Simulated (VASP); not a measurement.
Here is a VASP 6.6.1 calculation.

INCAR

```
SYSTEM = AgCl
PREC = Accurate
ENCUT = 500
EDIFF = 1E-7
ISMEAR = 0
SIGMA = 0.01
LREAL = .FALSE.
LASPH = .TRUE.
NELM = 120
ALGO = Normal
ISIF = 3
LWAVE = .FALSE.
LCHARG = .FALSE.
GGA = PS
IBRION = 2
NSW = 100
EDIFFG = -0.002
PSTRESS = 70.0
GGA_COMPAT = .FALSE.
NELMIN = 4
```

KPOINTS

```
regular mesh
0
G
  8 8 8
  0 0 0
```

POSCAR

```
AgCl
1.0
    0.0000000000      2.7237519363      2.7237519363
    2.7237519363      0.0000000000      2.7237519363
    2.7237519363      2.7237519363      0.0000000000
Ag Cl
1 1
Direct
    0.0000000000      0.0000000000      0.0000000000
    0.5000000000      0.5000000000      0.5000000000
```

Potentials or basis: VASP PAW PBE potentials, release 64 (Ag, Cl).

Command:

```bash
$ cat potpaw_PBE.64/Ag/POTCAR potpaw_PBE.64/Cl/POTCAR > POTCAR
$ mpirun -np 1 vasp_std > vasp.out
```

Problem. What does it give for the relaxed volume?

Solution. 18.33 Å³/atom.

Problem. What does it give for the space group after relaxing (to 0.1 Å)?

Solution. Fm-3m (No. 225).

Step by step:
```
step  energy change (eV)  largest force (eV/Å)  pressure (GPa)  volume (Å³)
   1              0.0000                0.0000           -0.09        40.41
   2              0.1412                0.0000           10.51        35.41
   3              0.0727                0.0000            7.01        36.67
```

Caveat: the cell is relaxed towards a set pressure, so the run minimises the enthalpy, not the energy; the PAW data sets were made with another functional, which shifts forces and pressure a little.
